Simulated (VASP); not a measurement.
# Ti (I4/mmm) in VASP: single point with PBEsol

Aim: the single point of Ti with PBEsol.

Program: VASP 6.6.1. These are calculated values, not measurements. Logs are shortened: lines on timing, memory, paths and dates and some standing lists are left out, and cuts for length are marked.

### Step 1. The cell of the first run

It takes space group I4/mmm (No. 139, tetragonal). Conventional cell: a = 3.151 Å, b = 3.151 Å, c = 3.545 Å, α = 90.00°, β = 90.00°, γ = 90.00°. Within 3.8 Å of Ti (site symmetry 4/mmm) lie 14 Ti at 2.85 to 3.54 Å.

### Step 2. Single point, PBEsol (strain -0.040 along x and y, +0.080 along z)

Contents of INCAR:

```
SYSTEM = Ti
PREC     = Accurate       ! precision mode
ENCUT    = 520            ! plane-wave cutoff, eV
EDIFF    = 1E-6           ! SCF threshold, eV
ISMEAR   = 0              ! smearing method
SIGMA    = 0.15           ! smearing width, eV
LREAL    = .False.        ! projectors in reciprocal space
LASPH    = .True.         ! aspherical terms in the spheres
NELM     = 100            ! most SCF steps
ALGO     = Normal         ! electronic algorithm
ISIF     = 2              ! what is computed and relaxed
LWAVE    = .False.        ! write WAVECAR
LCHARG   = .False.        ! write CHGCAR
GGA      = PS             ! functional
NBANDS   = 12             ! bands
```

Contents of KPOINTS:

```
Automatic mesh
0
Gamma
  20 20 20
  0 0 0
```

Contents of POSCAR:

```
Ti
1.0
   -1.5753600000      1.5753600000      1.7722800000
    1.5753600000     -1.5753600000      1.7722800000
    1.5753600000      1.5753600000     -1.7722800000
Ti
1
Direct
    0.0000000000      0.0000000000      0.0000000000
```

Potentials or basis: VASP PAW PBE potentials, release 64 (Ti_sv).

Started as:

```
> cat potpaw_PBE.64/Ti_sv/POTCAR > POTCAR
> mpirun -np 1 vasp_std > vasp.out
```

OUTCAR:

```text
SYSTEM = Ti
   PREC = Accurate
   ENCUT = 520
   EDIFF = 1E-6
   ISMEAR = 0
   LREAL = .False.
   LASPH = .True.
   NELM = 100
   ISIF = 2
   GGA = PS

 ion  position               nearest neighbor table
   1  0.000  0.000  0.000-

  LATTYP: Found a body centered tetragonal cell.
 ALAT       =     3.1507200000
 C/A-ratio  =     1.1250000000

  Lattice vectors:

 A1 = (  -1.5753600000,   1.5753600000,   1.7722800000)
 A2 = (   1.5753600000,  -1.5753600000,   1.7722800000)
 A3 = (   1.5753600000,   1.5753600000,  -1.7722800000)

Analysis of symmetry for initial positions (statically):
=====================================================================
 Subroutine PRICEL returns:
 Original cell was already a primitive cell.

 Routine SETGRP: Setting up the symmetry group for a
 body centered tetragonal supercell.

 Subroutine GETGRP returns: Found 16 space group operations
 (whereof 16 operations were pure point group operations)
 out of a pool of 16 trial point group operations.

The static configuration has the point symmetry D_4h.

Analysis of symmetry for dynamics (positions and initial velocities):
=====================================================================
 Subroutine PRICEL returns:
 Original cell was already a primitive cell.

 Routine SETGRP: Setting up the symmetry group for a
 body centered tetragonal supercell.

 Subroutine GETGRP returns: Found 16 space group operations
 (whereof 16 operations were pure point group operations)
 out of a pool of 16 trial point group operations.

The dynamic configuration has the point symmetry D_4h.

 Subroutine INISYM returns: Found 16 space group operations
 (whereof 16 operations are pure point group operations),
 and found     1 'primitive' translations

----------------------------------------------------------------------------------------

                                     Primitive cell

  volume of cell :      17.5935

  direct lattice vectors                    reciprocal lattice vectors
    -1.575360000  1.575360000  1.772280000     0.000000000  0.317387772  0.282122464
     1.575360000 -1.575360000  1.772280000     0.317387772  0.000000000  0.282122464
     1.575360000  1.575360000 -1.772280000     0.317387772  0.317387772  0.000000000

  length of vectors
     2.846839415  2.846839415  2.846839415     0.424650541  0.424650541  0.448854091

  position of ions in fractional coordinates (direct lattice)
     0.000000000  0.000000000  0.000000000

  ion indices of the primitive-cell ions
   primitive index   ion index
                 1           1

----------------------------------------------------------------------------------------

 KPOINTS: Automatic mesh

Automatic generation of k-mesh.
 Grid dimensions read from file:
 generate k-points for:   20   20   20

 Generating k-lattice:

  Cartesian coordinates                     Fractional coordinates (reciprocal lattice)
     0.000000000  0.015869389  0.014106123     0.050000000 -0.000000000  0.000000000
     0.015869389  0.000000000  0.014106123    -0.000000000  0.050000000  0.000000000
     0.015869389  0.015869389  0.000000000     0.000000000  0.000000000  0.050000000

  Length of vectors
     0.021232527  0.021232527  0.022442705

  Shift w.r.t. Gamma in fractional coordinates (k-lattice)
     0.000000000  0.000000000  0.000000000

 Subroutine IBZKPT returns following result:
 ===========================================

 Found    641 irreducible k-points:

 Following reciprocal coordinates:
            Coordinates               Weight
  0.000000  0.000000  0.000000      1.000000
  0.050000  0.000000  0.000000      8.000000
  0.100000  0.000000 -0.000000      8.000000
  0.150000 -0.000000  0.000000      8.000000
  0.200000  0.000000 -0.000000      8.000000
  0.250000 -0.000000  0.000000      8.000000
[... 16 lines left out ...]
 -0.400000  0.050000 -0.000000     16.000000
 -0.350000  0.050000 -0.000000     16.000000
 [... further k-points ...]
   k-points           NKPTS =    641   k-points in BZ     NKDIM =    641   number of bands    NBANDS=     12
   number of dos      NEDOS =    301   number of ions     NIONS =      1
   total plane-waves  NPLWV =  13824
   dimension x,y,z NGX =    24 NGY =   24 NGZ =   24
   dimension x,y,z NGXF=    48 NGYF=   48 NGZF=   48
   ions per type =               1
   NGX,Y,Z   is equivalent  to a cutoff of  14.02, 14.02, 14.02 a.u.
   NGXF,Y,Z  is equivalent  to a cutoff of  28.03, 28.03, 28.03 a.u.
 SYSTEM =  Ti
   PREC   = accura    normal or accurate (medium, high low for compatibility)
   ISTART =      0    job   : 0-new  1-cont  2-samecut
   ICHARG =      2    charge: 1-file 2-atom 10-const
   ISPIN  =      1    spin polarized calculation?
   LNONCOLLINEAR =      F non collinear calculations
   LSORBIT =      F    spin-orbit coupling
   LASPH  =      T    aspherical Exc in radial PAW
   ENCUT  =  520.0 eV  38.22 Ry    6.18 a.u.   5.29  5.29  5.29*2*pi/ulx,y,z
   NELM   =    100;   NELMIN=  2; NELMDL= -5     # of ELM steps
   EDIFF  = 0.1E-05   stopping-criterion for ELM
   LREAL  =      F    real-space projection
   EDIFFG = 0.1E-04   stopping-criterion for IOM
   NSW    =      0    number of steps for IOM
   IBRION =     -1    ionic relax: 0-MD 1-quasi-New 2-CG
   NFREE  =      0    steps in history (QN), initial steepest desc. (CG)
   ISIF   =      2    stress and relaxation
   ISYM   =      2    0-nonsym 1-usesym 2-fastsym
   POTIM  = 0.5000    time-step for ionic-motion
   TEBEG  =    0.0;   TEEND  =   0.0 temperature during run
   PSTRESS=    0.0 pullay stress
   NELECT =      12.0000    total number of electrons
   NUPDOWN=      -1.0000    fix difference up-down
   EMIN   =  10.00;   EMAX   =-10.00  energy-range for DOS
   EFERMI =   0.00;   METHOD = LEGACY
   ISMEAR =     0;   SIGMA  =   0.15  broadening in eV -4-tet -1-fermi 0-gaus
   EFERMI_NEDOS =   21; number of points for ismear=-14 and -15
   IALGO  =     38    algorithm
   IMIX   =      4    mixing-type and parameters
     AMIX     =   0.40;   BMIX     =  1.00
     AMIX_MAG =   1.60;   BMIX_MAG =  1.00
  volume/ion in A,a.u.               =      17.59       118.73
  Fermi-wavevector in a.u.,A,eV,Ry     =   1.441068  2.723224 28.254921  2.076678
  Thomas-Fermi vector in A             =   2.559742
   LORBIT       =      0    0 simple, 1 ext, 2 COOP (PROOUT), +10 PAW based schemes
   GGA     = PS    functional components
   LHFCALC =     F    Hartree Fock is set to
   AEXX    =    0.0000 exact exchange contribution
   IVDW    =     0    specifies the selected vdW correction
   LEPSILON=     F    determine dielectric tensor
   LRPA    =     F    only Hartree local field effects (RPA)
 non-spin polarized calculation
 Gauss-broadening in eV      SIGMA  =   0.15
  energy-cutoff  :      520.00
  volume of cell :       17.59
 maximum number of plane-waves:       488
 NGX is ok and might be reduce to    24
   NGX = 11   NGY = 11   NGZ = 11

 number of electron      12.0000004 magnetization

 Free energy of the ion-electron system (eV)
  ---------------------------------------------------
  ext. energy  EPLUGINS =         0.00000000
  ---------------------------------------------------
  free energy    TOTEN  =        -8.23579880 eV

  energy without entropy =       -8.20817539  energy(sigma->0) =       -8.22198710

 E-fermi :   7.8625     XC(G=0): -11.5722

 val. band max:        7.8622541123   @ k =   0.2500   0.0500   0.0500
 cond. band min:       7.8645897022   @ k =  -0.3000  -0.4500   0.1000
 fundamental gap:      0.0023355899
 Fermi energy:         7.8624548227

 k-point     1 :       0.0000    0.0000    0.0000
  band No.  band energies     occupation
      1     -48.5206      2.00000
      2     -24.4885      2.00000
      3     -24.4885      2.00000
      4     -24.4787      2.00000
      5       1.8988      2.00000
      6       8.6066      0.00000
      7       8.6066      0.00000
      8       9.3455      0.00000
      9       9.9995      0.00000
     10      10.8419      0.00000
     11      24.0128      0.00000
     12      25.8829      0.00000

 k-point     2 :       0.0500    0.0000    0.0000
  band No.  band energies     occupation
      1     -48.5176      2.00000
      2     -24.5020      2.00000
      3     -24.4929      2.00000
      4     -24.4820      2.00000
      5       1.9810      2.00000
      6       8.5988      0.00000
      7       8.6263      0.00000
      8       9.3491      0.00000
      9       9.9760      0.00000
     10      10.8199      0.00000
     11      24.0293      0.00000
     12      25.7029      0.00000

 k-point     3 :       0.1000    0.0000   -0.0000
  band No.  band energies     occupation
      1     -48.5089      2.00000
      2     -24.5496      2.00000
      3     -24.5056      2.00000
      4     -24.4832      2.00000
      5       2.2234      2.00000
      6       8.5633      0.00000
      7       8.6525      0.00000
      8       9.3954      0.00000
      9       9.9212      0.00000
     10      10.7652      0.00000
     11      23.9822      0.00000
     12      25.1922      0.00000
[... 286 lines left out ...]
 k-point    23 :      -0.4000    0.0500   -0.0000
  band No.  band energies     occupation
      1     -48.4136      2.00000
      2     -25.0501      2.00000
      3     -24.6429      2.00000
      4     -24.4954      2.00000
      5       5.1055      2.00000
      6       7.9325      0.50926
      7       8.1060      0.02166
      8       9.9307      0.00000
      9      10.9470      0.00000
     10      11.4266      0.00000
     11      17.7550      0.00000
     12      22.1763      0.00000

 k-point    24 :      -0.3500    0.0500   -0.0000
  band No.  band energies     occupation
      1     -48.4290      2.00000
      2     -24.9718      2.00000
      3     -24.6197      2.00000
      4     -24.4954      2.00000
      5       4.6737      2.00000
      6       7.9810      0.26378
      7       8.0705      0.04979
      8       9.9149      0.00000
      9      10.8414      0.00000
     10      10.9997      0.00000
     11      18.9795      0.00000
     12      22.6863      0.00000

 [... further k-points ...]
[... 5 lines left out ...]
  --------------------------------------------------------------------------------------
  -------------------------------------------------------------------------------------
  Total       -0.7590763     -0.7590763     -0.4966779      0.0000000      0.0000000      0.0000000
  in kB      -69.1264199    -69.1264199    -45.2307202      0.0000000      0.0000000      0.0000000
  external PRESSURE =     -61.1611867 kB  Pullay stress =       0.0000000 kB

 VOLUME and BASIS-vectors are now :
 -----------------------------------------------------------------------------
  energy-cutoff  :      520.00
  volume of cell :       17.59
      direct lattice vectors                 reciprocal lattice vectors
    -1.575360000  1.575360000  1.772280000     0.000000000  0.317387772  0.282122464
     1.575360000 -1.575360000  1.772280000     0.317387772  0.000000000  0.282122464
     1.575360000  1.575360000 -1.772280000     0.317387772  0.317387772  0.000000000

 POSITION                                       TOTAL-FORCE (eV/Angst)
 -----------------------------------------------------------------------------------
      0.00000      0.00000      0.00000         0.000000      0.000000      0.000000
 -----------------------------------------------------------------------------------
    total drift:                               -0.000000      0.000000      0.000000

  FREE ENERGIE OF THE ION-ELECTRON SYSTEM (eV)
  ---------------------------------------------------
  free  energy   TOTEN  =        -8.2357988044 eV

  energy  without entropy=       -8.2081753916  energy(sigma->0) =       -8.22198710
```

Run time: 2.2 min. Hardware: 1 thread of Intel Xeon 8259CL, shared host; peak memory 0.25 GiB.

Results:

```
Free energy            : -8.2358 eV
Pressure               : -6.1 GPa
Band gap on the k mesh : zero (bands 6 and 7 overlap by 1.53 eV)
```

Caveat: the cell differs from its parent crystal (strain -0.040 along x and y, +0.080 along z); the cell stands under tension; the PAW data sets were made with another functional, which shifts forces and pressure a little.
